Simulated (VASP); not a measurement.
# Au (P2_1/m) in VASP: notebook

Au is run at these levels: PBE; tasks: single point.

Program: VASP 6.6.1. These are calculated values, not measurements. Logs are shortened: lines on timing, memory, paths and dates and some standing lists are left out, and cuts for length are marked.

**1. The cell of the first run**

Symmetry: P2_1/m, No. 11, monoclinic system. The conventional cell has a = 2.917 Å, b = 4.890 Å, c = 2.917 Å, α = 90.00°, β = 120.00°, γ = 90.00°. Au (site symmetry m) has 14 Au at 2.66 to 3.62 Å within 3.7 Å.

**2. Single point, PBE (atoms displaced along a vibrational mode)**

The input, INCAR:

```
SYSTEM = Au
  ALGO = Normal
  EDIFF = 1E-6
  ENCUT = 500
  GGA = PE
  GGA_COMPAT = .FALSE.
  ISIF = 2
  ISMEAR = 0
  LASPH = .TRUE.
  LCHARG = .FALSE.
  LREAL = .FALSE.
  LWAVE = .FALSE.
  NBANDS = 18
  NELM = 120
  PREC = Accurate
  SIGMA = 0.15
```

The input, KPOINTS:

```
k-points
0
G
  18 18 10
  0 0 0
```

The input, POSCAR:

```
Au
1.0
    2.9169619367      0.0000000000      0.0000000000
   -1.4584809683      2.5261631390      0.0000000000
    0.0000000000      0.0000000000      4.8900308251
Au
2
Direct
    0.1886622649      0.6666666667      0.7500000000
    0.8113377351      0.3333333333      0.2500000000
```

Potentials or basis: VASP PAW PBE potentials, release 64 (Au).

On the command line:

```
$ cat potpaw_PBE.64/Au/POTCAR > POTCAR
$ mpirun -np 1 vasp_std > vasp.out
```

OUTCAR:

```text
SYSTEM = Au
   EDIFF = 1E-6
   ENCUT = 500
   GGA = PE
   ISIF = 2
   ISMEAR = 0
   LASPH = .TRUE.
   LREAL = .FALSE.
   NELM = 120
   PREC = Accurate

 ion  position               nearest neighbor table
   1  0.189  0.667  0.750-   2 2.66   2 2.66   2 3.09   2 3.09   2 3.46   2 3.46
   2  0.811  0.333  0.250-   1 2.66   1 2.66   1 3.09   1 3.09   1 3.46   1 3.46

  LATTYP: Found a hexagonal cell.
 ALAT       =     2.9169619367
 C/A-ratio  =     1.6764122848

  Lattice vectors:

 A1 = (   2.9169619367,   0.0000000000,   0.0000000000)
 A2 = (  -1.4584809683,   2.5261631390,   0.0000000000)
 A3 = (   0.0000000000,   0.0000000000,   4.8900308251)

Analysis of symmetry for initial positions (statically):
=====================================================================
 Subroutine PRICEL returns:
 Original cell was already a primitive cell.

 Routine SETGRP: Setting up the symmetry group for a
 hexagonal supercell.

 Subroutine GETGRP returns: Found  4 space group operations
 (whereof  2 operations were pure point group operations)
 out of a pool of 24 trial point group operations.

The static configuration has the point symmetry S_2 .
 The point group associated with its full space group is C_2h.

Analysis of symmetry for dynamics (positions and initial velocities):
=====================================================================
 Subroutine PRICEL returns:
 Original cell was already a primitive cell.

 Routine SETGRP: Setting up the symmetry group for a
 hexagonal supercell.

 Subroutine GETGRP returns: Found  4 space group operations
 (whereof  2 operations were pure point group operations)
 out of a pool of 24 trial point group operations.

The dynamic configuration has the point symmetry S_2 .
 The point group associated with its full space group is C_2h.

 Subroutine INISYM returns: Found  4 space group operations
 (whereof  2 operations are pure point group operations),
 and found     1 'primitive' translations

----------------------------------------------------------------------------------------

                                     Primitive cell

  volume of cell :      36.0333

  direct lattice vectors                    reciprocal lattice vectors
     2.916961937  0.000000000  0.000000000     0.342822437  0.197928626  0.000000000
    -1.458480968  2.526163139  0.000000000     0.000000000  0.395857253  0.000000000
     0.000000000  0.000000000  4.890030825     0.000000000  0.000000000  0.204497688

  length of vectors
     2.916961937  2.916961937  4.890030825     0.395857253  0.395857253  0.204497688

  position of ions in fractional coordinates (direct lattice)
     0.188662265  0.666666667  0.750000000
     0.811337735  0.333333333  0.250000000

  ion indices of the primitive-cell ions
   primitive index   ion index
                 1           1
                 2           2

----------------------------------------------------------------------------------------

 KPOINTS: k-points

Automatic generation of k-mesh.
 Grid dimensions read from file:
 generate k-points for:   18   18   10

 Generating k-lattice:

  Cartesian coordinates                     Fractional coordinates (reciprocal lattice)
     0.019045691  0.010996035  0.000000000     0.055555556  0.000000000  0.000000000
     0.000000000  0.021992070  0.000000000     0.000000000  0.055555556  0.000000000
     0.000000000  0.000000000  0.020449769     0.000000000  0.000000000  0.100000000

  Length of vectors
     0.021992070  0.021992070  0.020449769

  Shift w.r.t. Gamma in fractional coordinates (k-lattice)
     0.000000000  0.000000000  0.000000000

 Subroutine IBZKPT returns following result:
 ===========================================

 Found    984 irreducible k-points:

 Following reciprocal coordinates:
            Coordinates               Weight
  0.000000  0.000000  0.000000      1.000000
  0.055556 -0.000000  0.000000      2.000000
  0.000000  0.055556  0.000000      2.000000
 -0.055556  0.055556  0.000000      2.000000
  0.111111 -0.000000  0.000000      2.000000
  0.000000  0.111111  0.000000      2.000000
[... 16 lines left out ...]
  0.444444  0.000000  0.000000      2.000000
  0.000000  0.444444  0.000000      2.000000
 [... further k-points ...]
   k-points           NKPTS =    984   k-points in BZ     NKDIM =    984   number of bands    NBANDS=     18
   number of dos      NEDOS =    301   number of ions     NIONS =      2
   total plane-waves  NPLWV =  20736
   dimension x,y,z NGX =    24 NGY =   24 NGZ =   36
   dimension x,y,z NGXF=    48 NGYF=   48 NGZF=   72
   ions per type =               2
   NGX,Y,Z   is equivalent  to a cutoff of  13.68, 13.68, 12.24 a.u.
   NGXF,Y,Z  is equivalent  to a cutoff of  27.36, 27.36, 24.48 a.u.
 SYSTEM =  Au
   PREC   = accura    normal or accurate (medium, high low for compatibility)
   ISTART =      0    job   : 0-new  1-cont  2-samecut
   ICHARG =      2    charge: 1-file 2-atom 10-const
   ISPIN  =      1    spin polarized calculation?
   LNONCOLLINEAR =      F non collinear calculations
   LSORBIT =      F    spin-orbit coupling
   LASPH  =      T    aspherical Exc in radial PAW
   ENCUT  =  500.0 eV  36.75 Ry    6.06 a.u.   5.32  5.32  8.92*2*pi/ulx,y,z
   NELM   =    120;   NELMIN=  2; NELMDL= -5     # of ELM steps
   EDIFF  = 0.1E-05   stopping-criterion for ELM
   LREAL  =      F    real-space projection
   EDIFFG = 0.1E-04   stopping-criterion for IOM
   NSW    =      0    number of steps for IOM
   IBRION =     -1    ionic relax: 0-MD 1-quasi-New 2-CG
   NFREE  =      0    steps in history (QN), initial steepest desc. (CG)
   ISIF   =      2    stress and relaxation
   ISYM   =      2    0-nonsym 1-usesym 2-fastsym
   POTIM  = 0.5000    time-step for ionic-motion
   TEBEG  =    0.0;   TEEND  =   0.0 temperature during run
   PSTRESS=    0.0 pullay stress
   NELECT =      22.0000    total number of electrons
   NUPDOWN=      -1.0000    fix difference up-down
   EMIN   =  10.00;   EMAX   =-10.00  energy-range for DOS
   EFERMI =   0.00;   METHOD = LEGACY
   ISMEAR =     0;   SIGMA  =   0.15  broadening in eV -4-tet -1-fermi 0-gaus
   EFERMI_NEDOS =   21; number of points for ismear=-14 and -15
   IALGO  =     38    algorithm
   IMIX   =      4    mixing-type and parameters
     AMIX     =   0.40;   BMIX     =  1.00
     AMIX_MAG =   1.60;   BMIX_MAG =  1.00
  volume/ion in A,a.u.               =      18.02       121.58
  Fermi-wavevector in a.u.,A,eV,Ry     =   1.388826  2.624500 26.243426  1.928837
  Thomas-Fermi vector in A             =   2.512915
   LORBIT       =      0    0 simple, 1 ext, 2 COOP (PROOUT), +10 PAW based schemes
   GGA     = PE    functional components
   LHFCALC =     F    Hartree Fock is set to
   AEXX    =    0.0000 exact exchange contribution
   IVDW    =     0    specifies the selected vdW correction
   LEPSILON=     F    determine dielectric tensor
   LRPA    =     F    only Hartree local field effects (RPA)
 non-spin polarized calculation
 Gauss-broadening in eV      SIGMA  =   0.15
  energy-cutoff  :      500.00
  volume of cell :       36.03
 maximum number of plane-waves:       930
 NGX is ok and might be reduce to    24
   NGX = 11   NGY = 11   NGZ = 17

 number of electron      21.9999998 magnetization

 Free energy of the ion-electron system (eV)
  ---------------------------------------------------
  ext. energy  EPLUGINS =         0.00000000
  ---------------------------------------------------
  free energy    TOTEN  =        -6.24565089 eV

  energy without entropy =       -6.23605672  energy(sigma->0) =       -6.24085380

 E-fermi :   8.5672     XC(G=0): -12.3611

 val. band max:        8.5665301157   @ k =   0.1111  -0.0000   0.1000
 cond. band min:       8.5678742078   @ k =   0.5000   0.3333   0.2000
 fundamental gap:      0.0013440920
 Fermi energy:         8.5671990025

 k-point     1 :       0.0000    0.0000    0.0000
  band No.  band energies     occupation
      1      -0.7089      2.00000
      2       1.8239      2.00000
      3       3.0869      2.00000
      4       4.2237      2.00000
      5       4.4845      2.00000
      6       4.5662      2.00000
[... 10 lines left out ...]
     17      26.1733      0.00000
     18      28.0212      0.00000

 k-point     2 :       0.0556   -0.0000    0.0000
  band No.  band energies     occupation
      1      -0.6157      2.00000
      2       1.9063      2.00000
      3       3.1155      2.00000
      4       4.1950      2.00000
      5       4.5368      2.00000
      6       4.5967      2.00000
[... 10 lines left out ...]
     17      25.6136      0.00000
     18      27.6276      0.00000

 k-point     3 :       0.0000    0.0556    0.0000
  band No.  band energies     occupation
      1      -0.6162      2.00000
      2       1.9055      2.00000
      3       3.1186      2.00000
      4       4.1995      2.00000
      5       4.4969      2.00000
      6       4.5975      2.00000
[... 10 lines left out ...]
     17      25.4331      0.00000
     18      27.9667      0.00000

 k-point     4 :      -0.0556    0.0556    0.0000
  band No.  band energies     occupation
      1      -0.6208      2.00000
      2       1.8925      2.00000
      3       3.1126      2.00000
      4       4.2772      2.00000
      5       4.4613      2.00000
      6       4.5438      2.00000
[... 10 lines left out ...]
     17      25.7578      0.00000
     18      27.5100      0.00000

 k-point     5 :       0.1111   -0.0000    0.0000
  band No.  band energies     occupation
      1      -0.3412      2.00000
      2       2.1419      2.00000
      3       3.1921      2.00000
      4       4.0858      2.00000
      5       4.5877      2.00000
      6       4.6473      2.00000
[... 10 lines left out ...]
     17      25.2933      0.00000
     18      26.6130      0.00000

 k-point     6 :       0.0000    0.1111    0.0000
  band No.  band energies     occupation
      1      -0.3438      2.00000
      2       2.1390      2.00000
      3       3.2036      2.00000
      4       4.0973      2.00000
      5       4.4899      2.00000
      6       4.6365      2.00000
[... 10 lines left out ...]
     17      25.2607      0.00000
     18      27.0168      0.00000

 k-point     7 :      -0.1111    0.1111    0.0000
  band No.  band energies     occupation
      1      -0.3646      2.00000
      2       2.0787      2.00000
      3       3.1927      2.00000
      4       4.3355      2.00000
      5       4.4902      2.00000
      6       4.4909      2.00000
[... 10 lines left out ...]
     17      25.0704      0.00000
     18      26.6374      0.00000

 k-point     8 :       0.1667   -0.0000    0.0000
  band No.  band energies     occupation
      1       0.0967      2.00000
      2       2.4831      2.00000
      3       3.2899      2.00000
      4       3.9179      2.00000
      5       4.4334      2.00000
      6       4.5997      2.00000
[... 10 lines left out ...]
     17      25.4375      0.00000
     18      25.9958      0.00000
[... 229 lines left out ...]
     17      23.1736      0.00000
     18      24.6000      0.00000

 k-point    20 :       0.3889   -0.0000    0.0000
  band No.  band energies     occupation
      1       2.2033      2.00000
      2       2.7637      2.00000
      3       3.1398      2.00000
      4       3.2251      2.00000
      5       3.9164      2.00000
      6       4.7524      2.00000
[... 10 lines left out ...]
     17      20.9285      0.00000
     18      23.6894      0.00000

 k-point    21 :       0.0000    0.3889    0.0000
  band No.  band energies     occupation
      1       2.0957      2.00000
      2       2.8181      2.00000
      3       2.9268      2.00000
      4       3.2322      2.00000
      5       4.1872      2.00000
      6       4.8282      2.00000
[... 10 lines left out ...]
     17      21.4719      0.00000
     18      22.5241      0.00000

 k-point    22 :      -0.3889    0.3889    0.0000
  band No.  band energies     occupation
      1       1.4366      2.00000
      2       2.3529      2.00000
      3       2.3547      2.00000
      4       4.0056      2.00000
      5       4.3561      2.00000
      6       5.6869      2.00000
[... 10 lines left out ...]
     17      22.6182      0.00000
     18      24.1391      0.00000

 k-point    23 :       0.4444    0.0000    0.0000
  band No.  band energies     occupation
      1       2.2729      2.00000
      2       2.8165      2.00000
      3       3.0066      2.00000
      4       3.2440      2.00000
      5       3.8303      2.00000
      6       4.6776      2.00000
[... 10 lines left out ...]
     17      20.0007      0.00000
     18      23.3188      0.00000

 k-point    24 :       0.0000    0.4444    0.0000
  band No.  band energies     occupation
      1       2.2098      2.00000
      2       2.7463      2.00000
      3       2.7857      2.00000
      4       3.3097      2.00000
      5       4.1235      2.00000
      6       5.0558      2.00000
[... 10 lines left out ...]
     17      21.0133      0.00000
     18      22.1232      0.00000

 [... further k-points ...]

------------------------ aborting loop because EDIFF is reached ----------------------------------------

  FORCE on cell =-STRESS in cart. coord.  units (eV):
  Direction    XX          YY          ZZ          XY          YZ          ZX
  --------------------------------------------------------------------------------------
  -------------------------------------------------------------------------------------
  Total       -0.1152292      0.0702610      3.0753350      0.2598923      0.0000000      0.0000000
  in kB       -5.1235297      3.1240737    136.7411598     11.5558081      0.0000000      0.0000000
  external PRESSURE =      44.9139013 kB  Pullay stress =       0.0000000 kB

 VOLUME and BASIS-vectors are now :
 -----------------------------------------------------------------------------
  energy-cutoff  :      500.00
  volume of cell :       36.03
      direct lattice vectors                 reciprocal lattice vectors
     2.916961937  0.000000000  0.000000000     0.342822437  0.197928626  0.000000000
    -1.458480968  2.526163139  0.000000000     0.000000000  0.395857253  0.000000000
     0.000000000  0.000000000  4.890030825     0.000000000  0.000000000  0.204497688

 POSITION                                       TOTAL-FORCE (eV/Angst)
 -----------------------------------------------------------------------------------
     -0.42200      1.68411      3.66752         0.417454      0.602497      0.000000
      1.88048      0.84205      1.22251        -0.417454     -0.602497     -0.000000
 -----------------------------------------------------------------------------------
    total drift:                               -0.000000      0.000000     -0.000000

  FREE ENERGIE OF THE ION-ELECTRON SYSTEM (eV)
  ---------------------------------------------------
  free  energy   TOTEN  =        -6.2456508866 eV

  energy  without entropy=       -6.2360567204  energy(sigma->0) =       -6.24085380
```

Run time: 7 min. Hardware: 1 thread of Intel Xeon 8259CL, shared host; peak memory 0.56 GiB.

Results:

```yaml
Free_energy: -6.2457 eV
Pressure: 4.5 GPa
Largest_force: 0.733 eV/Å
Band_gap_on_the_k_mesh: zero (bands 11 and 12 overlap by 5.55 eV)
```

Forces on the atoms (eV/Å):
```
Au   0.417  0.602  0.000
Au  -0.417 -0.602  0.000
```

Caveat: the cell differs from its parent crystal (atoms displaced along a vibrational mode); the cell stands under pressure; spin-orbit coupling is left out, which moves the levels of the heavy elements.

**3. Single point, PBE (atoms displaced along a vibrational mode)**

The input, INCAR:

```
PREC = Accurate ; ENCUT = 500
EDIFF = 1E-6 ; ISMEAR = 0
SIGMA = 0.15 ; LREAL = False
LASPH = True ; NELM = 120
ALGO = Normal ; ISIF = 2
LWAVE = False ; LCHARG = False
GGA = PE ; NBANDS = 18
GGA_COMPAT = False
```

The input, KPOINTS:

```
Automatic mesh
0
Gamma
  18 18 10
```

The input, POSCAR:

```
Au
1.0
    2.9169619367      0.0000000000      0.0000000000
   -1.4584809683      2.5261631390      0.0000000000
    0.0000000000      0.0000000000      4.8900308251
Au
2
Direct
    0.1051363846      0.4996149060      0.7500000000
    0.8948636154      0.5003850940      0.2500000000
```

Potentials or basis: VASP PAW PBE potentials, release 64 (Au).

On the command line:

```
$ cat potpaw_PBE.64/Au/POTCAR > POTCAR
$ mpirun -np 1 vasp_std > vasp.out
```

It took 6.9 min on 1 thread of Intel Xeon 8259CL, shared host; peak memory 0.56 GiB.

The run converged. Its results:

* Free energy: -5.8447 eV
* Pressure: 12.9 GPa
* Largest force: 1.038 eV/Å
* Band gap on the k mesh: zero (bands 11 and 12 overlap by 4.84 eV)

Forces in eV/Å, atoms in the order of the input:
```
Au   1.038 -0.003  0.000
Au  -1.038  0.003  0.000
```

Stress tensor (GPa, compression positive):
```
-0.35 -0.01  0.00
-0.01 -2.15  0.00
 0.00  0.00 41.25
```

Levels at points of the mesh, in eV from the Fermi level:
```tsv
k point	band 9	band 10	band 11	band 12	band 13	band 14
(0.00, 0.00, 0.00)	-3.21	-2.68	-1.71	-0.67	3.64	14.53
(0.50, 0.00, 0.00)	-1.75	-1.65	0.09	1.79	5.10	6.04
(0.00, 0.50, 0.00)	-1.70	-1.04	-0.81	1.94	4.78	4.83
(0.50, 0.50, 0.00)	-1.75	-1.66	0.09	1.78	5.11	6.05
(0.00, 0.00, 0.50)	-2.72	-2.72	-2.19	-2.19	10.12	10.12
(0.50, 0.00, 0.50)	-1.70	-1.70	1.37	1.37	3.23	3.23
(0.00, 0.50, 0.50)	-1.71	-1.71	2.35	2.35	2.39	2.39
(0.50, 0.50, 0.50)	-1.70	-1.70	1.37	1.37	3.23	3.23
```

Caveat: the cell differs from its parent crystal (atoms displaced along a vibrational mode); the cell stands under pressure; spin-orbit coupling is left out, which moves the levels of the heavy elements; forces of over 1 eV/Å act on the atoms, so gaps and moduli don't describe the material at rest.
